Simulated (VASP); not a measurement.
# Ba (Cmmm) in VASP: further runs

Runs on Ba. Level: PBE. Tasks: single point, relaxation of cell and atoms.

All numbers are computed with VASP 6.6.1; they aren't measurements. Logs are shortened: lines on timing, memory, paths and dates and some standing lists are left out, and cuts for length are marked.

### 1 The cell of the first run

It takes space group Cmmm (No. 65, orthorhombic). Conventional cell: a = 4.969 Å, b = 6.884 Å, c = 8.510 Å, α = 90.00°, β = 90.00°, γ = 90.00°. Within 3.5 Å of Ba (site symmetry m) lie 4 Ba at 2.57 to 3.48 Å.

The cell was generated, and may not be a known phase.

### 2 Single point, PBE

File INCAR:

```
PREC = Accurate
ENCUT = 520
EDIFF = 1E-6
ISMEAR = 0
SIGMA = 0.1
LREAL = F
LASPH = T
NELM = 100
ALGO = Normal
ISIF = 2
LWAVE = F
LCHARG = F
GGA = PE
NBANDS = 28
```

File KPOINTS:

```
Automatic mesh
0
Gamma
  4 4 2
```

File POSCAR:

```
Ba
1.0
    2.4846289400     -3.4418204400      0.0000000000
    2.4846289400      3.4418204400      0.0000000000
    0.0000000000      0.0000000000      8.5098837900
Ba
4
Direct
    0.2030634900      0.7969365100      0.2957761700
    0.7969365100      0.2030634900      0.2957761700
    0.2030634900      0.7969365100      0.7042238300
    0.7969365100      0.2030634900      0.7042238300
```

Potentials or basis: VASP PAW PBE potentials, release 64 (Ba_sv).

The run is started by

```
> cat potpaw_PBE.64/Ba_sv/POTCAR > POTCAR
> mpirun -np 1 vasp_std > vasp.out
```

OUTCAR:

```text
PREC = Accurate
   ENCUT = 520
   EDIFF = 1E-6
   ISMEAR = 0
   LREAL = F
   LASPH = T
   NELM = 100
   ISIF = 2
   GGA = PE

 ion  position               nearest neighbor table
   1  0.203  0.797  0.296-   2 2.57   2 2.57   2 2.80   3 3.48   2 4.09   4 4.32   4 4.32   4 4.46

   2  0.797  0.203  0.296-   1 2.57   1 2.57   1 2.80   4 3.48   1 4.09   3 4.32   3 4.32   3 4.46

   3  0.203  0.797  0.704-   4 2.57   4 2.57   4 2.80   1 3.48   4 4.09   2 4.32   2 4.32   2 4.46

   4  0.797  0.203  0.704-   3 2.57   3 2.57   3 2.80   2 3.48   3 4.09   1 4.32   1 4.32   1 4.46

  LATTYP: Found a base centered orthorhombic cell.
 ALAT       =     4.9692578800
 B/A-ratio  =     1.3852452511
 C/A-ratio  =     1.7125059708

  Lattice vectors:

 A1 = (   2.4846289400,  -3.4418204400,   0.0000000000)
 A2 = (   2.4846289400,   3.4418204400,   0.0000000000)
 A3 = (   0.0000000000,   0.0000000000,   8.5098837900)

Analysis of symmetry for initial positions (statically):
=====================================================================
 Subroutine PRICEL returns:
 Original cell was already a primitive cell.

 Routine SETGRP: Setting up the symmetry group for a
 base centered orthorhombic supercell.

 Subroutine GETGRP returns: Found  8 space group operations
 (whereof  8 operations were pure point group operations)
 out of a pool of  8 trial point group operations.

The static configuration has the point symmetry D_2h.

Analysis of symmetry for dynamics (positions and initial velocities):
=====================================================================
 Subroutine PRICEL returns:
 Original cell was already a primitive cell.

 Routine SETGRP: Setting up the symmetry group for a
 base centered orthorhombic supercell.

 Subroutine GETGRP returns: Found  8 space group operations
 (whereof  8 operations were pure point group operations)
 out of a pool of  8 trial point group operations.

The dynamic configuration has the point symmetry D_2h.

 Subroutine INISYM returns: Found  8 space group operations
 (whereof  8 operations are pure point group operations),
 and found     1 'primitive' translations

----------------------------------------------------------------------------------------

[... 81 lines left out ...]
   LSORBIT =      F    spin-orbit coupling
   LASPH  =      T    aspherical Exc in radial PAW
   ENCUT  =  520.0 eV  38.22 Ry    6.18 a.u.   7.89  7.89 15.82*2*pi/ulx,y,z
   NELM   =    100;   NELMIN=  2; NELMDL= -5     # of ELM steps
   EDIFF  = 0.1E-05   stopping-criterion for ELM
   LREAL  =      F    real-space projection
   EDIFFG = 0.1E-04   stopping-criterion for IOM
   NSW    =      0    number of steps for IOM
   IBRION =     -1    ionic relax: 0-MD 1-quasi-New 2-CG
   NFREE  =      0    steps in history (QN), initial steepest desc. (CG)
   ISIF   =      2    stress and relaxation
   ISYM   =      2    0-nonsym 1-usesym 2-fastsym
   POTIM  = 0.5000    time-step for ionic-motion
   TEBEG  =    0.0;   TEEND  =   0.0 temperature during run
   PSTRESS=    0.0 pullay stress
   NELECT =      40.0000    total number of electrons
   NUPDOWN=      -1.0000    fix difference up-down
   EMIN   =  10.00;   EMAX   =-10.00  energy-range for DOS
   EFERMI =   0.00;   METHOD = LEGACY
   ISMEAR =     0;   SIGMA  =   0.10  broadening in eV -4-tet -1-fermi 0-gaus
   EFERMI_NEDOS =   21; number of points for ismear=-14 and -15
   IALGO  =     38    algorithm
   IMIX   =      4    mixing-type and parameters
     AMIX     =   0.40;   BMIX     =  1.00
     AMIX_MAG =   1.60;   BMIX_MAG =  1.00
  volume/ion in A,a.u.               =      36.39       245.55
  Fermi-wavevector in a.u.,A,eV,Ry     =   1.064373  2.011373 15.413892  1.132889
  Thomas-Fermi vector in A             =   2.199889
   LORBIT       =      0    0 simple, 1 ext, 2 COOP (PROOUT), +10 PAW based schemes
   GGA     = PE    functional components
   LHFCALC =     F    Hartree Fock is set to
   AEXX    =    0.0000 exact exchange contribution
   IVDW    =     0    specifies the selected vdW correction
   LEPSILON=     F    determine dielectric tensor
   LRPA    =     F    only Hartree local field effects (RPA)
 non-spin polarized calculation
 Gauss-broadening in eV      SIGMA  =   0.10
  energy-cutoff  :      520.00
  volume of cell :      145.55
 maximum number of plane-waves:      3934
   NGX = 15   NGY = 15   NGZ = 31

 number of electron      39.9999997 magnetization

 Free energy of the ion-electron system (eV)
  ---------------------------------------------------
  ext. energy  EPLUGINS =         0.00000000
  ---------------------------------------------------
  free energy    TOTEN  =         5.13531890 eV

  energy without entropy =        5.16007930  energy(sigma->0) =        5.14769910

 E-fermi :   3.4372     XC(G=0):  -9.0245

 val. band max:        3.4183855288   @ k =   0.5000   0.2500   0.0000
 cond. band min:       3.4459743011   @ k =   0.5000   0.5000   0.0000
 fundamental gap:      0.0275887723
 Fermi energy:         3.4372314812

 k-point     1 :       0.0000    0.0000    0.0000
  band No.  band energies     occupation
      1     -26.9194      2.00000
      2     -26.8046      2.00000
      3     -23.3738      2.00000
      4     -23.2647      2.00000
      5     -14.7300      2.00000
      6     -14.6231      2.00000
[... 423 lines left out ...]
     27       6.9228      0.00000
     28       7.0823      0.00000

------------------------ aborting loop because EDIFF is reached ----------------------------------------

  FORCE on cell =-STRESS in cart. coord.  units (eV):
  Direction    XX          YY          ZZ          XY          YZ          ZX
  --------------------------------------------------------------------------------------
  -------------------------------------------------------------------------------------
  Total       75.6567651     24.3550535     -1.1112972      0.0000000      0.0000000      0.0000000
  in kB      832.8273454    268.0996800    -12.2331251      0.0000000      0.0000000      0.0000000
  external PRESSURE =     362.8979668 kB  Pullay stress =       0.0000000 kB

 VOLUME and BASIS-vectors are now :
 -----------------------------------------------------------------------------
  energy-cutoff  :      520.00
  volume of cell :      145.55
      direct lattice vectors                 reciprocal lattice vectors
     2.484628940 -3.441820440  0.000000000     0.201237292 -0.145271960  0.000000000
     2.484628940  3.441820440  0.000000000     0.201237292  0.145271960  0.000000000
     0.000000000  0.000000000  8.509883790     0.000000000  0.000000000  0.117510418

 POSITION                                       TOTAL-FORCE (eV/Angst)
 -----------------------------------------------------------------------------------
      2.48463      2.04400      2.51702         0.000000     -0.006605     -0.294363
      2.48463     -2.04400      2.51702         0.000000      0.006605     -0.294363
      2.48463      2.04400      5.99286         0.000000     -0.006605      0.294363
      2.48463     -2.04400      5.99286         0.000000      0.006605      0.294363
 -----------------------------------------------------------------------------------
    total drift:                               -0.000000     -0.000000     -0.000000

  FREE ENERGIE OF THE ION-ELECTRON SYSTEM (eV)
  ---------------------------------------------------
  free  energy   TOTEN  =         5.1353188998 eV

  energy  without entropy=        5.1600792993  energy(sigma->0) =        5.14769910
```

OSZICAR:

```text
N       E                     dE             d eps       ncg     rms          rms(c)
DAV:   1     0.354276545533E+03    0.35428E+03   -0.18531E+04   784   0.127E+03
DAV:   2     0.245469123224E+02   -0.32973E+03   -0.32309E+03  1212   0.273E+02
DAV:   3     0.296483202249E+01   -0.21582E+02   -0.21098E+02  1032   0.687E+01
DAV:   4     0.199838983803E+01   -0.96644E+00   -0.96171E+00  1244   0.118E+01
DAV:   5     0.198449046148E+01   -0.13899E-01   -0.13876E-01  1052   0.150E+00    0.294E+01
DAV:   6     0.459375724305E+01    0.26093E+01   -0.38525E+00   872   0.724E+00    0.173E+01
DAV:   7     0.501322100604E+01    0.41946E+00   -0.47397E+00   956   0.653E+00    0.152E+00
DAV:   8     0.511236141304E+01    0.99140E-01   -0.15214E+00   896   0.428E+00    0.130E+00
DAV:   9     0.513414232282E+01    0.21781E-01   -0.17398E-01   900   0.159E+00    0.206E-01
DAV:  10     0.513502083154E+01    0.87851E-03   -0.82389E-03  1016   0.397E-01    0.968E-02
DAV:  11     0.513531457079E+01    0.29374E-03   -0.14743E-03   988   0.147E-01    0.427E-02
DAV:  12     0.513532013703E+01    0.55662E-05   -0.10650E-04  1052   0.496E-02    0.201E-02
DAV:  13     0.513531798729E+01   -0.21497E-05   -0.13071E-05  1068   0.166E-02    0.844E-03
DAV:  14     0.513531889981E+01    0.91252E-06   -0.10806E-06   660   0.543E-03
   1 F= 0.51353189E+01 E0= 0.51476991E+01  d E =-.247604E-01
```

Run time: 67 s. Hardware: 1 thread of Oxide Virtual Turin-like, shared host; peak memory 0.21 GiB.

Results:

```yaml
Free_energy: 5.1353 eV
Pressure: 36.3 GPa
Largest_force: 0.294 eV/Å
Band_gap_on_the_k_mesh: zero (bands 20 and 21 overlap by 0.64 eV)
```

Forces in eV/Å, atoms in the order of the input:
```
Ba   0.000 -0.007 -0.294
Ba   0.000  0.007 -0.294
Ba   0.000 -0.007  0.294
Ba   0.000  0.007  0.294
```

Levels at points of the mesh, in eV from the Fermi level:
```csv
k point,band 17,band 18,band 19,band 20,band 21,band 22,band 23,band 24
"(0.00, 0.00, 0.00)",-2.32,-1.06,-0.64,-0.52,-0.27,-0.07,0.95,1.19
"(0.50, 0.00, 0.00)",-1.30,-0.46,-0.30,-0.29,-0.11,1.05,1.45,1.70
"(0.50, 0.50, 0.00)",-2.22,-1.94,-0.16,0.01,0.30,0.63,1.48,2.28
"(0.00, 0.00, 0.50)",-1.41,-0.99,-0.93,-0.50,-0.28,-0.12,0.13,0.68
"(0.50, 0.00, 0.50)",-1.24,-0.71,0.01,0.18,0.74,0.98,1.03,1.52
"(0.50, 0.50, 0.50)",-2.06,-1.71,-0.41,-0.33,0.69,0.74,1.43,1.77
```

Caveat: the k points lie up to 0.39 Å⁻¹ apart, too coarse for converged energies and pressures of a metal; spin-orbit coupling is left out, which moves the levels of the heavy elements.

### 3 Relaxation of cell and atoms, PBE

File INCAR:

```
SYSTEM = Ba
PREC = Accurate
ENCUT = 600
EDIFF = 1E-6
ISMEAR = 0
SIGMA = 0.1
LREAL = .FALSE.
LASPH = .TRUE.
NELM = 60
ALGO = Normal
ISIF = 3
LWAVE = .FALSE.
LCHARG = .FALSE.
GGA = PE
IBRION = 2
NSW = 90
EDIFFG = -0.04
```

File KPOINTS:

```
Automatic mesh
0
G
  4 4 2
  0 0 0
```

POSCAR is that of step 2.

Potentials or basis: VASP PAW PBE potentials, release 64 (Ba_sv).

The run is started by

```
> cat potpaw_PBE.64/Ba_sv/POTCAR > POTCAR
> mpirun -np 1 vasp_std > vasp.out
```

OUTCAR:

```text
SYSTEM = Ba
   PREC = Accurate
   ENCUT = 600
   EDIFF = 1E-6
   ISMEAR = 0
   LREAL = .FALSE.
   LASPH = .TRUE.
   NELM = 60
   ISIF = 3
   GGA = PE
   IBRION = 2
   NSW = 90
   EDIFFG = -0.04

 ion  position               nearest neighbor table
   1  0.203  0.797  0.296-   2 2.57   2 2.57   2 2.80   3 3.48   2 4.09   4 4.32   4 4.32   4 4.46

   2  0.797  0.203  0.296-   1 2.57   1 2.57   1 2.80   4 3.48   1 4.09   3 4.32   3 4.32   3 4.46

   3  0.203  0.797  0.704-   4 2.57   4 2.57   4 2.80   1 3.48   4 4.09   2 4.32   2 4.32   2 4.46

   4  0.797  0.203  0.704-   3 2.57   3 2.57   3 2.80   2 3.48   3 4.09   1 4.32   1 4.32   1 4.46

  LATTYP: Found a base centered orthorhombic cell.
 ALAT       =     4.9692578800
 B/A-ratio  =     1.3852452511
 C/A-ratio  =     1.7125059708

  Lattice vectors:

 A1 = (   2.4846289400,  -3.4418204400,   0.0000000000)
 A2 = (   2.4846289400,   3.4418204400,   0.0000000000)
 A3 = (   0.0000000000,   0.0000000000,   8.5098837900)

Analysis of symmetry for initial positions (statically):
=====================================================================
 Subroutine PRICEL returns:
 Original cell was already a primitive cell.

 Routine SETGRP: Setting up the symmetry group for a
 base centered orthorhombic supercell.

 Subroutine GETGRP returns: Found  8 space group operations
 (whereof  8 operations were pure point group operations)
 out of a pool of  8 trial point group operations.

The static configuration has the point symmetry D_2h.

Analysis of symmetry for dynamics (positions and initial velocities):
=====================================================================
 Subroutine PRICEL returns:
 Original cell was already a primitive cell.

 Routine SETGRP: Setting up the symmetry group for a
 base centered orthorhombic supercell.

 Subroutine GETGRP returns: Found  8 space group operations
 (whereof  8 operations were pure point group operations)
 out of a pool of  8 trial point group operations.

The dynamic configuration has the point symmetry D_2h.

 Subroutine INISYM returns: Found  8 space group operations
 (whereof  8 operations are pure point group operations),
 and found     1 'primitive' translations

[... 105 lines left out ...]
   IMIX   =      4    mixing-type and parameters
     AMIX     =   0.40;   BMIX     =  1.00
     AMIX_MAG =   1.60;   BMIX_MAG =  1.00
  volume/ion in A,a.u.               =      36.39       245.55
  Fermi-wavevector in a.u.,A,eV,Ry     =   1.064373  2.011373 15.413892  1.132889
  Thomas-Fermi vector in A             =   2.199889
   LORBIT       =      0    0 simple, 1 ext, 2 COOP (PROOUT), +10 PAW based schemes
   GGA     = PE    functional components
   LHFCALC =     F    Hartree Fock is set to
   AEXX    =    0.0000 exact exchange contribution
   IVDW    =     0    specifies the selected vdW correction
   LEPSILON=     F    determine dielectric tensor
   LRPA    =     F    only Hartree local field effects (RPA)
 conjugate gradient relaxation of ions
 non-spin polarized calculation
 Gauss-broadening in eV      SIGMA  =   0.10
  energy-cutoff  :      600.00
  volume of cell :      145.55
 maximum number of plane-waves:      4894
 NGX is ok and might be reduce to    36
   NGX = 17   NGY = 17   NGZ = 33

--------------------------------------- Ionic step        1  -------------------------------------------

 number of electron      39.9999999 magnetization

 Free energy of the ion-electron system (eV)
  ---------------------------------------------------
  ext. energy  EPLUGINS =         0.00000000
  ---------------------------------------------------
  free energy    TOTEN  =         5.13384456 eV

  energy without entropy =        5.15857999  energy(sigma->0) =        5.14621228

 E-fermi :   3.4374     XC(G=0):  -9.0244

 val. band max:        3.4185308817   @ k =   0.5000   0.2500   0.0000
 cond. band min:       3.4460068639   @ k =   0.5000   0.5000   0.0000
 fundamental gap:      0.0274759822
 Fermi energy:         3.4374196210

 k-point     1 :       0.0000    0.0000    0.0000
  band No.  band energies     occupation
      1     -26.9187      2.00000
      2     -26.8039      2.00000
      3     -23.3728      2.00000
      4     -23.2637      2.00000
      5     -14.7305      2.00000
      6     -14.6236      2.00000
[... 474 lines left out ...]
  FREE ENERGIE OF THE ION-ELECTRON SYSTEM (eV)
  ---------------------------------------------------
  free  energy   TOTEN  =        -4.6471074446 eV

  energy  without entropy=       -4.6009066939  energy(sigma->0) =       -4.62400707

[... ionic steps 4 to 15 ...]

--------------------------------------- Ionic step       16  -------------------------------------------

 number of electron      40.0000000 magnetization

------------------------ aborting loop because EDIFF is reached ----------------------------------------
[... 71 lines left out ...]
--------------------------------------- Ionic step       18  -------------------------------------------

 number of electron      40.0000011 magnetization

 Free energy of the ion-electron system (eV)
  ---------------------------------------------------
  ext. energy  EPLUGINS =         0.00000000
  ---------------------------------------------------
  free energy    TOTEN  =        -6.32934811 eV

  energy without entropy =       -6.31230801  energy(sigma->0) =       -6.32082806

 E-fermi :   1.6347     XC(G=0):  -7.4910

 val. band max:        1.6257998483   @ k =   0.0000   0.0000   0.0000
 cond. band min:       1.6417759648   @ k =   0.0000   0.0000   0.0000
 fundamental gap:      0.0159761165
 Fermi energy:         1.6347458064

 k-point     1 :       0.0000    0.0000    0.0000
  band No.  band energies     occupation
      1     -27.4824      2.00000
      2     -27.4231      2.00000
      3     -27.3604      2.00000
      4     -27.3045      2.00000
      5     -13.0334      2.00000
      6     -12.9321      2.00000
[... 398 lines left out ...]
  FREE ENERGIE OF THE ION-ELECTRON SYSTEM (eV)
  ---------------------------------------------------
  free  energy   TOTEN  =        -6.3293481123 eV

  energy  without entropy=       -6.3123080077  energy(sigma->0) =       -6.32082806

 reached required accuracy - stopping structural energy minimisation
```

CONTCAR:

```text
Ba
   1.00000000000000
     3.9374009622172723   -3.9281259630725662    0.0000000000000000
     3.9374009622172723    3.9281259630725662    0.0000000000000000
     0.0000000000000000    0.0000000000000000    7.8974016634167912
  Ba
     4
Direct
     0.2502484237524981    0.7497515762475017    0.2505669321031667
     0.7497515762475017    0.2502484237524981    0.2505669321031667
     0.2502484237524981    0.7497515762475017    0.7494330678968334
     0.7497515762475017    0.2502484237524981    0.7494330678968334

  0.00000000E+00  0.00000000E+00  0.00000000E+00
  0.00000000E+00  0.00000000E+00  0.00000000E+00
  0.00000000E+00  0.00000000E+00  0.00000000E+00
  0.00000000E+00  0.00000000E+00  0.00000000E+00
```

Run time: 19 min. Hardware: 1 thread of Oxide Virtual Turin-like, shared host; peak memory 0.28 GiB.

What came out:

```
Free energy                           : -6.3293 eV
Relaxed volume                        : 61.07 Å³/atom
Relaxed cell                          : a = 5.562 Å, b = 5.562 Å, c = 7.897 Å, α = 90.00°, β = 90.00°, γ = 89.86°
Space group after relaxing (to 0.1 Å) : Pm-3m (No. 221)
Energy gained by relaxing             : 2865.8 meV/atom
Ionic steps                           : 18
Pressure after relaxing               : 0.0 GPa
Largest force after relaxing          : 0.017 eV/Å
```

Forces in eV/Å, atoms in the order of the input:
```
Ba   0.000  0.006 -0.016
Ba   0.000 -0.006 -0.016
Ba   0.000  0.006  0.016
Ba   0.000 -0.006  0.016
```

Stress tensor (GPa, compression positive):
```
-0.06  0.00  0.00
 0.00  0.02  0.00
 0.00  0.00  0.02
```

The path:
| step | energy change (eV) | largest force (eV/Å) | pressure (GPa) | volume (Å³) |
| --- | --- | --- | --- | --- |
| 1 | 0.0000 | 0.2945 | 36.29 | 145.55 |
| 2 | -9.6758 | 0.9727 | -0.67 | 355.29 |
| 3 | -9.7810 | 0.9852 | -0.63 | 343.00 |
| 4 | -9.8651 | 0.9995 | -0.58 | 332.46 |
| 5 | -9.9794 | 1.2466 | 0.69 | 251.23 |
| 6 | -10.0917 | 1.1211 | -0.03 | 284.45 |
| 7 | -10.0925 | 1.1357 | 0.04 | 280.22 |
| 8 | -10.3225 | 1.0311 | -0.09 | 282.05 |
| 9 | -10.8136 | 0.7041 | -0.43 | 287.36 |
| 10 | -11.0366 | 0.2518 | -0.67 | 297.10 |
| 11 | -11.2597 | 0.2201 | -0.61 | 280.81 |
| 12 | -11.2959 | 0.2843 | -0.54 | 273.99 |
| 13 | -11.3008 | 0.3181 | -0.52 | 271.19 |
| 14 | -11.3813 | 0.2576 | -0.34 | 259.14 |
| 15 | -11.4447 | 0.1432 | 0.17 | 239.04 |
| 16 | -11.4578 | 0.0865 | 0.07 | 241.62 |
| 17 | -11.4604 | 0.0488 | 0.00 | 243.42 |
| 18 | -11.4632 | 0.0166 | -0.01 | 244.29 |

Final structure:
```
Ba
1.0
     3.93740   -3.92813    0.00000
     3.93740    3.92813    0.00000
     0.00000    0.00000    7.89740
Ba
4
Direct
  0.25025 0.74975 0.25057
  0.74975 0.25025 0.25057
  0.25025 0.74975 0.74943
  0.74975 0.25025 0.74943
```

Caveat: the k points lie up to 0.40 Å⁻¹ apart in the final cell; the volume moved by over 15 % at a fixed basis, so the end points are rough; the highest band is partly filled, so the run has too few bands; spin-orbit coupling is left out, which moves the levels of the heavy elements.

The gap in the log of VASP goes by the Fermi energy; the results here count the filled bands.